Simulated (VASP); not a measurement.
Set up this calculation in VASP 6.6.1, as the native input.

```yaml
Task: single point
Functional: PBE
Dispersion: D3(BJ)
Potentials_or_basis: VASP PAW PBE potentials, release 64 (Si, C)
Cutoff: 520 eV
k_mesh: 4 × 4 × 4, shifted
Occupations: gaussian, width 0.1 eV
Spin: no spin polarisation
Dipole_correction: no
Further_INCAR_settings: LREAL = Auto; ALGO = Normal; EDIFF = 1e-07; NBANDS = 83
```

The structure of SiC30 (a cell with a defect) lies in POSCAR:

```
SiC30
1.0
    4.9310759918      4.2682922365      0.0000000000
   -4.9310759918      4.2682922365      0.0000000000
    0.0000000000      0.0000000000      6.7989838489
Si C
1 30
Direct
    0.4813361775      0.7313361779      0.7500000167
    0.9296636680      0.9349586584      0.7500000167
    0.4551482692      0.4409243959      0.7500000167
    0.8254260474      0.5596201660      0.7500000167
    0.1909243955      0.7051482696      0.7500000167
    0.3096201942      0.0754260747      0.7500000167
    0.6849585694      0.1796635782      0.7500000167
    0.0661185912      0.3161185916      0.7500000167
    0.3489044065      0.5989044069      0.2500000056
    0.7242453024      0.7240072205      0.2500000056
    0.2240085971      0.2240045412      0.2500000056
    0.5990607787      0.3489504576      0.2500000056
    0.9740045139      0.4740085690      0.2500000056
    0.0989504571      0.8490607791      0.2500000056
    0.4740072201      0.9742453028      0.2500000056
    0.8491065959      0.0991065947      0.2500000056
    0.1819006119      0.4319006123      0.2500000056
    0.5572942403      0.5569975505      0.2500000056
    0.0571297202      0.0570824689      0.2500000056
    0.4320976599      0.1822321129      0.2500000056
    0.8070824416      0.3071296921      0.2500000056
    0.9322320856      0.6820976318      0.2500000056
    0.3069974487      0.8072943421      0.2500000056
    0.6822383071      0.9322383075      0.2500000056
    0.7721176649      0.7578727009      0.7500000167
    0.2781756209      0.2834679750      0.7500000167
    0.6534624577      0.3875981712      0.7500000167
    0.0334679746      0.5281756213      0.7500000167
    0.1375981708      0.9034624581      0.7500000167
    0.5078727290      0.0221176922      0.7500000167
    0.8970672295      0.1470672283      0.7500000167
```

These files were run (other wordings do the same):

INCAR

```
SYSTEM = SiC30
ALGO = Normal ; EDIFF = 1E-7
ENCUT = 520 ; GGA = PE
ISIF = 2 ; ISMEAR = 0
IVDW = 12 ; LASPH = .TRUE.
LCHARG = .TRUE. ; LELF = .TRUE.
LREAL = Auto ; LVHAR = .TRUE.
LWAVE = .FALSE. ; NBANDS = 83
NELM = 100 ; PREC = Accurate
SIGMA = 0.1
```

KPOINTS

```
Automatic mesh
0
Gamma
  4 4 4
  0.5 0.5 0.5
```

Potentials or basis: VASP PAW PBE potentials, release 64 (Si, C).

Run with:

```bash
$ cat potpaw_PBE.64/Si/POTCAR potpaw_PBE.64/C/POTCAR > POTCAR
$ mpirun -np 1 vasp_std > vasp.out
```

Results of the run:

The pressure is 2.9 GPa, the largest force is 0.054 eV/Å and the band gap on the k mesh is zero (filled and empty bands touch). The dispersion energy per atom is -0.159 eV.

Wall time 4.1 min on 1 thread of Intel(R) Xeon(R) 6975P-C (Granite Rapids), with other jobs on the host, peak memory 0.44 GiB.
